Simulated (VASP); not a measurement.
Runs of VASP 6.6.1 on Si. The structure is that of space group Fd-3m (No. 227), or close to it. The cells are those of the table. 

| task | level | potentials or basis | cell | cutoff (eV) | gap on the mesh (eV) | pressure (GPa) |
| --- | --- | --- | --- | --- | --- | --- |
| electric field gradients | LDA | VASP PAW LDA potentials, release 64 (Si) | a = 3.840 Å, angles 60.0°, 2 atoms | 400 | (a) | (b) |
| relaxation of the atoms | PBE | VASP PAW PBE potentials, release 64 (Si) | atoms relaxed from a = 3.783, b = 3.783, c = 3.840 Å, angles 59.5, 59.5, 61.0°, 2 atoms | 450 | 0.19 | 5.1 |
| relaxation of the atoms | PBE | VASP PAW PBE potentials, release 64 (Si) | atoms relaxed from a = 3.788 Å, angles 60.0°, 2 atoms | 450 | 0.50 | 6.3 |
| relaxation of the atoms | PBE | VASP PAW PBE potentials, release 64 (Si) | atoms relaxed from a = 3.915 Å, angles 60.0°, 2 atoms | 450 | 0.68 | -3.1 |

Alike in all rows: no spin polarisation; k mesh 14 × 14 × 14; smearing fermi-dirac 0.02 eV.

Q: Estimate the missing entries.

A: (a) 0.47; (b) -1.4.

Caveats: the relaxation stopped at its first step, so nothing moved (at least some runs).

A k mesh can miss the band edges.
